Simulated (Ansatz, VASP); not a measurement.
Two plane-wave programs on Bi2Pd

```
Bi Pd
1.0
    -1.64668    1.64668    6.35898
     1.64668   -1.64668    6.35898
     1.64668    1.64668   -6.35898
Bi Pd
2 1
Direct
  0.36300 0.36300 0.00000
  0.63700 0.63700 0.00000
  0.00000 0.00000 0.00000
```

Alike in both runs: task single point; functional LDA; k mesh 11 × 11 × 11; occupations fermi-dirac, width 0.1 eV; no spin polarisation.

```csv
,VASP,Ansatz
version,VASP 6.6.1,Ansatz 0.2.0
potentials or method,"VASP PAW LDA potentials, release 64 (Bi_d, Pd), cutoff 520 eV","plane waves, PAW"
valence electrons in the cell,40,48
```

VASP gave:

| Item | Value |
| --- | --- |
| pressure (GPa) | 2.5 |
| traceless stress, the component that is largest in VASP (GPa) | -0.52 |

Problem. What did Ansatz give for the same quantities?

Solution. Pressure (GPa): 2.2; traceless stress, the component that is largest in VASP (GPa): -0.51.

LDA's correlation is that of Perdew and Zunger in VASP and of Perdew and Wang (1992) in Ansatz. VASP's potentials hold 40 valence electrons a cell and Ansatz's 48, so a difference there can come from the potentials and not from the codes.

Spin-orbit coupling is off throughout.
